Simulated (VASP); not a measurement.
# BN (F-43m) in VASP: elastic constants with PBE

Aim: the elastic constants of BN with PBE.

Everything below comes from runs of VASP 6.6.1. Logs are shortened: lines on timing, memory, paths and dates and some standing lists are left out, and cuts for length are marked.

### 1 The cell of the first run

It takes space group F-43m (No. 216, cubic). Conventional cell: a = 3.625 Å, b = 3.625 Å, c = 3.625 Å, α = 90.00°, β = 90.00°, γ = 90.00°. B (site symmetry -43m) has 4 N at 1.57 Å within 2.1 Å. N (site symmetry -43m) has 4 B at 1.57 Å within 2.1 Å.

### 2 Elastic constants, PBE

The input, INCAR:

```
SYSTEM = BN
ALGO = Normal
EDIFF = 1E-8
ENCUT = 600
GGA = PE
IBRION = 6
ISIF = 3
ISMEAR = 0
LASPH = .True.
LCHARG = .True.
LREAL = .False.
LWAVE = .False.
NELM = 80
NFREE = 2
NSW = 1
POTIM = 0.015
PREC = Accurate
SIGMA = 0.01
```

The input, KPOINTS:

```
k-points
0
Gamma
  12 12 12
  0 0 0
```

The input, POSCAR:

```
BN
1.0
    0.0000000000      1.8123266331      1.8123266331
    1.8123266331      0.0000000000      1.8123266331
    1.8123266331      1.8123266331      0.0000000000
B N
1 1
Direct
    0.0000000000      0.0000000000      0.0000000000
    0.2500000000      0.2500000000      0.2500000000
```

Potentials or basis: VASP PAW PBE potentials, release 64 (B, N).

On the command line:

```
$ cat potpaw_PBE.64/B/POTCAR potpaw_PBE.64/N/POTCAR > POTCAR
$ mpirun -np 1 vasp_std > vasp.out
```

OUTCAR:

```text
SYSTEM = BN
   EDIFF = 1E-8
   ENCUT = 600
   GGA = PE
   IBRION = 6
   ISIF = 3
   ISMEAR = 0
   LASPH = .True.
   LREAL = .False.
   NELM = 80
   NFREE = 2
   NSW = 1
   POTIM = 0.015
   PREC = Accurate

 ion  position               nearest neighbor table
   1  0.000  0.000  0.000-   2 1.57   2 1.57   2 1.57   2 1.57
   2  0.250  0.250  0.250-   1 1.57   1 1.57   1 1.57   1 1.57

  LATTYP: Found a face centered cubic cell.
 ALAT       =     3.6246532662

  Lattice vectors:

 A1 = (   0.0000000000,   1.8123266331,   1.8123266331)
 A2 = (   1.8123266331,   0.0000000000,   1.8123266331)
 A3 = (   1.8123266331,   1.8123266331,   0.0000000000)

Analysis of symmetry for initial positions (statically):
=====================================================================
 Subroutine PRICEL returns:
 Original cell was already a primitive cell.

 Routine SETGRP: Setting up the symmetry group for a
 face centered cubic supercell.

 Subroutine GETGRP returns: Found 24 space group operations
 (whereof 24 operations were pure point group operations)
 out of a pool of 48 trial point group operations.

The static configuration has the point symmetry T_d .

Analysis of symmetry for dynamics (positions and initial velocities):
=====================================================================
 Subroutine PRICEL returns:
 Original cell was already a primitive cell.

 Routine SETGRP: Setting up the symmetry group for a
 face centered cubic supercell.

 Subroutine GETGRP returns: Found 24 space group operations
 (whereof 24 operations were pure point group operations)
 out of a pool of 48 trial point group operations.

The dynamic configuration has the point symmetry T_d .

 Subroutine INISYM returns: Found 24 space group operations
 (whereof 24 operations are pure point group operations),
 and found     1 'primitive' translations

----------------------------------------------------------------------------------------

                                     Primitive cell

  volume of cell :      11.9053

  direct lattice vectors                    reciprocal lattice vectors
     0.000000000  1.812326633  1.812326633    -0.275888458  0.275888458  0.275888458
     1.812326633  0.000000000  1.812326633     0.275888458 -0.275888458  0.275888458
     1.812326633  1.812326633  0.000000000     0.275888458  0.275888458 -0.275888458

  length of vectors
     2.563016904  2.563016904  2.563016904     0.477852826  0.477852826  0.477852826

  position of ions in fractional coordinates (direct lattice)
     0.000000000  0.000000000  0.000000000
     0.250000000  0.250000000  0.250000000

  ion indices of the primitive-cell ions
   primitive index   ion index
                 1           1
                 2           2

----------------------------------------------------------------------------------------

 KPOINTS: k-points

Automatic generation of k-mesh.
 Grid dimensions read from file:
 generate k-points for:   12   12   12

 Generating k-lattice:
[... 107 lines left out ...]
  ext. energy  EPLUGINS =         0.00000000
  ---------------------------------------------------
  free energy    TOTEN  =       -17.45462977 eV

  energy without entropy =      -17.45462977  energy(sigma->0) =      -17.45462977

------------------------ aborting loop because EDIFF is reached ----------------------------------------

  FORCE on cell =-STRESS in cart. coord.  units (eV):
  Direction    XX          YY          ZZ          XY          YZ          ZX
  --------------------------------------------------------------------------------------
  -------------------------------------------------------------------------------------
  Total       -0.0023165     -0.0023165     -0.0023165     -0.0000000      0.0000000     -0.0000000
  in kB       -0.3117536     -0.3117536     -0.3117536     -0.0000000      0.0000000     -0.0000000
  external PRESSURE =      -0.3117536 kB  Pullay stress =       0.0000000 kB
[... 89 lines left out ...]
  FREE ENERGIE OF THE ION-ELECTRON SYSTEM (eV)
  ---------------------------------------------------
  free  energy   TOTEN  =       -17.4480766464 eV

  energy  without entropy=      -17.4480766464  energy(sigma->0) =      -17.44807665

[... ionic steps 4 to 14 ...]

--------------------------------------- Ionic step       15  -------------------------------------------

 number of electron       7.9999999 magnetization

------------------------ aborting loop because EDIFF is reached ----------------------------------------
[... 67 lines left out ...]
--------------------------------------- Ionic step       17  -------------------------------------------

 number of electron       7.9999999 magnetization

 Free energy of the ion-electron system (eV)
  ---------------------------------------------------
  ext. energy  EPLUGINS =         0.00000000
  ---------------------------------------------------
  free energy    TOTEN  =       -17.45195445 eV

  energy without entropy =      -17.45195445  energy(sigma->0) =      -17.45195445

 E-fermi :   7.6003     XC(G=0): -12.7827

 val. band max:        7.4360989315   @ k =   0.0000   0.0000   0.0000
 cond. band min:      11.7524407309   @ k =   0.5000   0.5000   0.0000
 fundamental gap:      4.3163417993
 Fermi energy:         7.6002706885

 k-point     1 :       0.0000    0.0000    0.0000
  band No.  band energies     occupation
      1     -12.8360      2.00000
      2       7.1677      2.00000
      3       7.3063      2.00000
      4       7.4361      2.00000
      5      15.9801      0.00000
      6      16.0819      0.00000
      7      16.1996      0.00000
      8      17.5257      0.00000
[... 243 lines left out ...]
 k-point    24 :      -0.4167    0.1667    0.0000
  band No.  band energies     occupation
      1      -8.2986      2.00000
      2      -2.6505      2.00000
      3       3.2516      2.00000
      4       4.7451      2.00000
      5      16.5604      0.00000
      6      19.3823      0.00000
      7      19.5895      0.00000
      8      22.9401      0.00000

 [... further k-points ...]

------------------------ aborting loop because EDIFF is reached ----------------------------------------

  FORCE on cell =-STRESS in cart. coord.  units (eV):
  Direction    XX          YY          ZZ          XY          YZ          ZX
  --------------------------------------------------------------------------------------
  -------------------------------------------------------------------------------------
  Total        0.0011362      0.0032895      0.0032895      0.0000000      0.0221546      0.0000000
  in kB        0.1529051      0.4426953      0.4426953      0.0000000      2.9815071      0.0000000
  external PRESSURE =       0.3460985 kB  Pullay stress =       0.0000000 kB
[... 17 lines left out ...]
  FREE ENERGIE OF THE ION-ELECTRON SYSTEM (eV)
  ---------------------------------------------------
  free  energy   TOTEN  =       -17.4519544487 eV

  energy  without entropy=      -17.4519544487  energy(sigma->0) =      -17.45195445

 INTERNAL STRAIN TENSORS FROM STRAINED CELLS
 ============================================

 INTERNAL STRAIN TENSOR FOR ION    1 for displacements in x,y,z  (eV/Angst):
          X           Y           Z          XY          YZ          ZX
  --------------------------------------------------------------------------------
  x    -0.00000     0.00000    -0.00000    -0.00000     1.47781    -0.00000
  y    -0.00000    -0.00000    -0.00000    -0.00000    -0.00000     1.47808
  z    -0.00000    -0.00000     0.00000     1.47758    -0.00000     0.00000

 INTERNAL STRAIN TENSORS FROM DISPLACED ATOMS
 ============================================

 INTERNAL STRAIN TENSOR FOR ION    1 for displacements in x,y,z  (eV/Angst):
          X           Y           Z          XY          YZ          ZX
  --------------------------------------------------------------------------------
  x     0.00000    -0.00000    -0.00000     0.00000     1.47361     0.00000
  y    -0.00000     0.00000    -0.00000     0.00000     0.00000     1.47361
  z    -0.00000    -0.00000     0.00000     1.47361     0.00000     0.00000

 INTERNAL STRAIN TENSOR FOR ION    2 for displacements in x,y,z  (eV/Angst):
          X           Y           Z          XY          YZ          ZX
  --------------------------------------------------------------------------------
  x     0.00000    -0.00000    -0.00000     0.00000    -1.47688     0.00000
  y    -0.00000     0.00000    -0.00000     0.00000     0.00000    -1.47688
  z    -0.00000    -0.00000     0.00000    -1.47688     0.00000     0.00000

 Eigenvectors and eigenvalues of the dynamical matrix
 ----------------------------------------------------

   1 f  =   30.862564 THz   193.915210 2PiTHz 1029.464330 cm-1   127.637252 meV
             X         Y         Z           dx          dy          dz
      0.000000  0.000000  0.000000     0.360012    0.659319   -0.000000
      0.906163  0.906163  0.906163    -0.316335   -0.579329   -0.000000
[... 21 lines left out ...]
   6 f/i=    0.000844 THz     0.005301 2PiTHz    0.028142 cm-1     0.003489 meV
             X         Y         Z           dx          dy          dz
      0.000000  0.000000  0.000000     0.520459    0.258795    0.312789
      0.906163  0.906163  0.906163     0.592321    0.294528    0.355977

--------------------------------------------------------------------------------------------------------

 ELASTIC MODULI CONTR FROM IONIC RELAXATION (kBar)
 Direction    XX          YY          ZZ          XY          YZ          ZX
 --------------------------------------------------------------------------------
 XX          -0.0000      0.0000      0.0000     -0.0000      0.0000     -0.0000
 YY           0.0000     -0.0000     -0.0000     -0.0000     -0.0000      0.0000
 ZZ           0.0000     -0.0000     -0.0000      0.0000     -0.0000     -0.0000
 XY          -0.0000     -0.0000      0.0000    -12.3190      0.0000     -0.0000
 YZ           0.0000     -0.0000     -0.0000      0.0000    -12.3190      0.0000
 ZX          -0.0000      0.0000     -0.0000     -0.0000      0.0000    -12.3190
 --------------------------------------------------------------------------------

 TOTAL ELASTIC MODULI (kBar)
 Direction    XX          YY          ZZ          XY          YZ          ZX
 --------------------------------------------------------------------------------
 XX        7797.0960   1701.1839   1701.1839      0.0000     -0.0000      0.0000
 YY        1701.1839   7797.0960   1701.1839      0.0000     -0.0000      0.0000
 ZZ        1701.1839   1701.1839   7797.0960     -0.0000     -0.0000      0.0000
 XY           0.0000      0.0000     -0.0000   4437.0217      0.0000     -0.0000
 YZ          -0.0000     -0.0000     -0.0000      0.0000   4437.0217      0.0000
 ZX           0.0000      0.0000      0.0000     -0.0000      0.0000   4437.0217
 --------------------------------------------------------------------------------
```

It took 12 min on 1 thread of Intel Xeon 8259CL, shared host; peak memory 0.24 GiB.

What came out:

```
Elastic constants C11, C12, C44                         : 780, 170, 444 GPa
Voigt bulk modulus                                      : 373 GPa
Highest phonon frequency at Γ, LO-TO splitting left out : 1029 cm⁻¹
```

Phonon frequencies in cm⁻¹ (negative: imaginary):
| q point | frequencies |
| --- | --- |
| (0.000, 0.000, 0.000) | 0 0 0 1029 1029 1029 |

Elastic tensor in Voigt notation (GPa, in the Cartesian axes of the cell as first typed):
```
780 170 170   0   0   0
170 780 170   0   0   0
170 170 780   0   0   0
  0   0   0 444   0   0
  0   0   0   0 444   0
  0   0   0   0   0 444
```

Clamped-ion elastic tensor (GPa):
```
780 170 170   0   0   0
170 780 170   0   0   0
170 170 780   0   0   0
  0   0   0 445   0   0
  0   0   0   0 445   0
  0   0   0   0   0 445
```
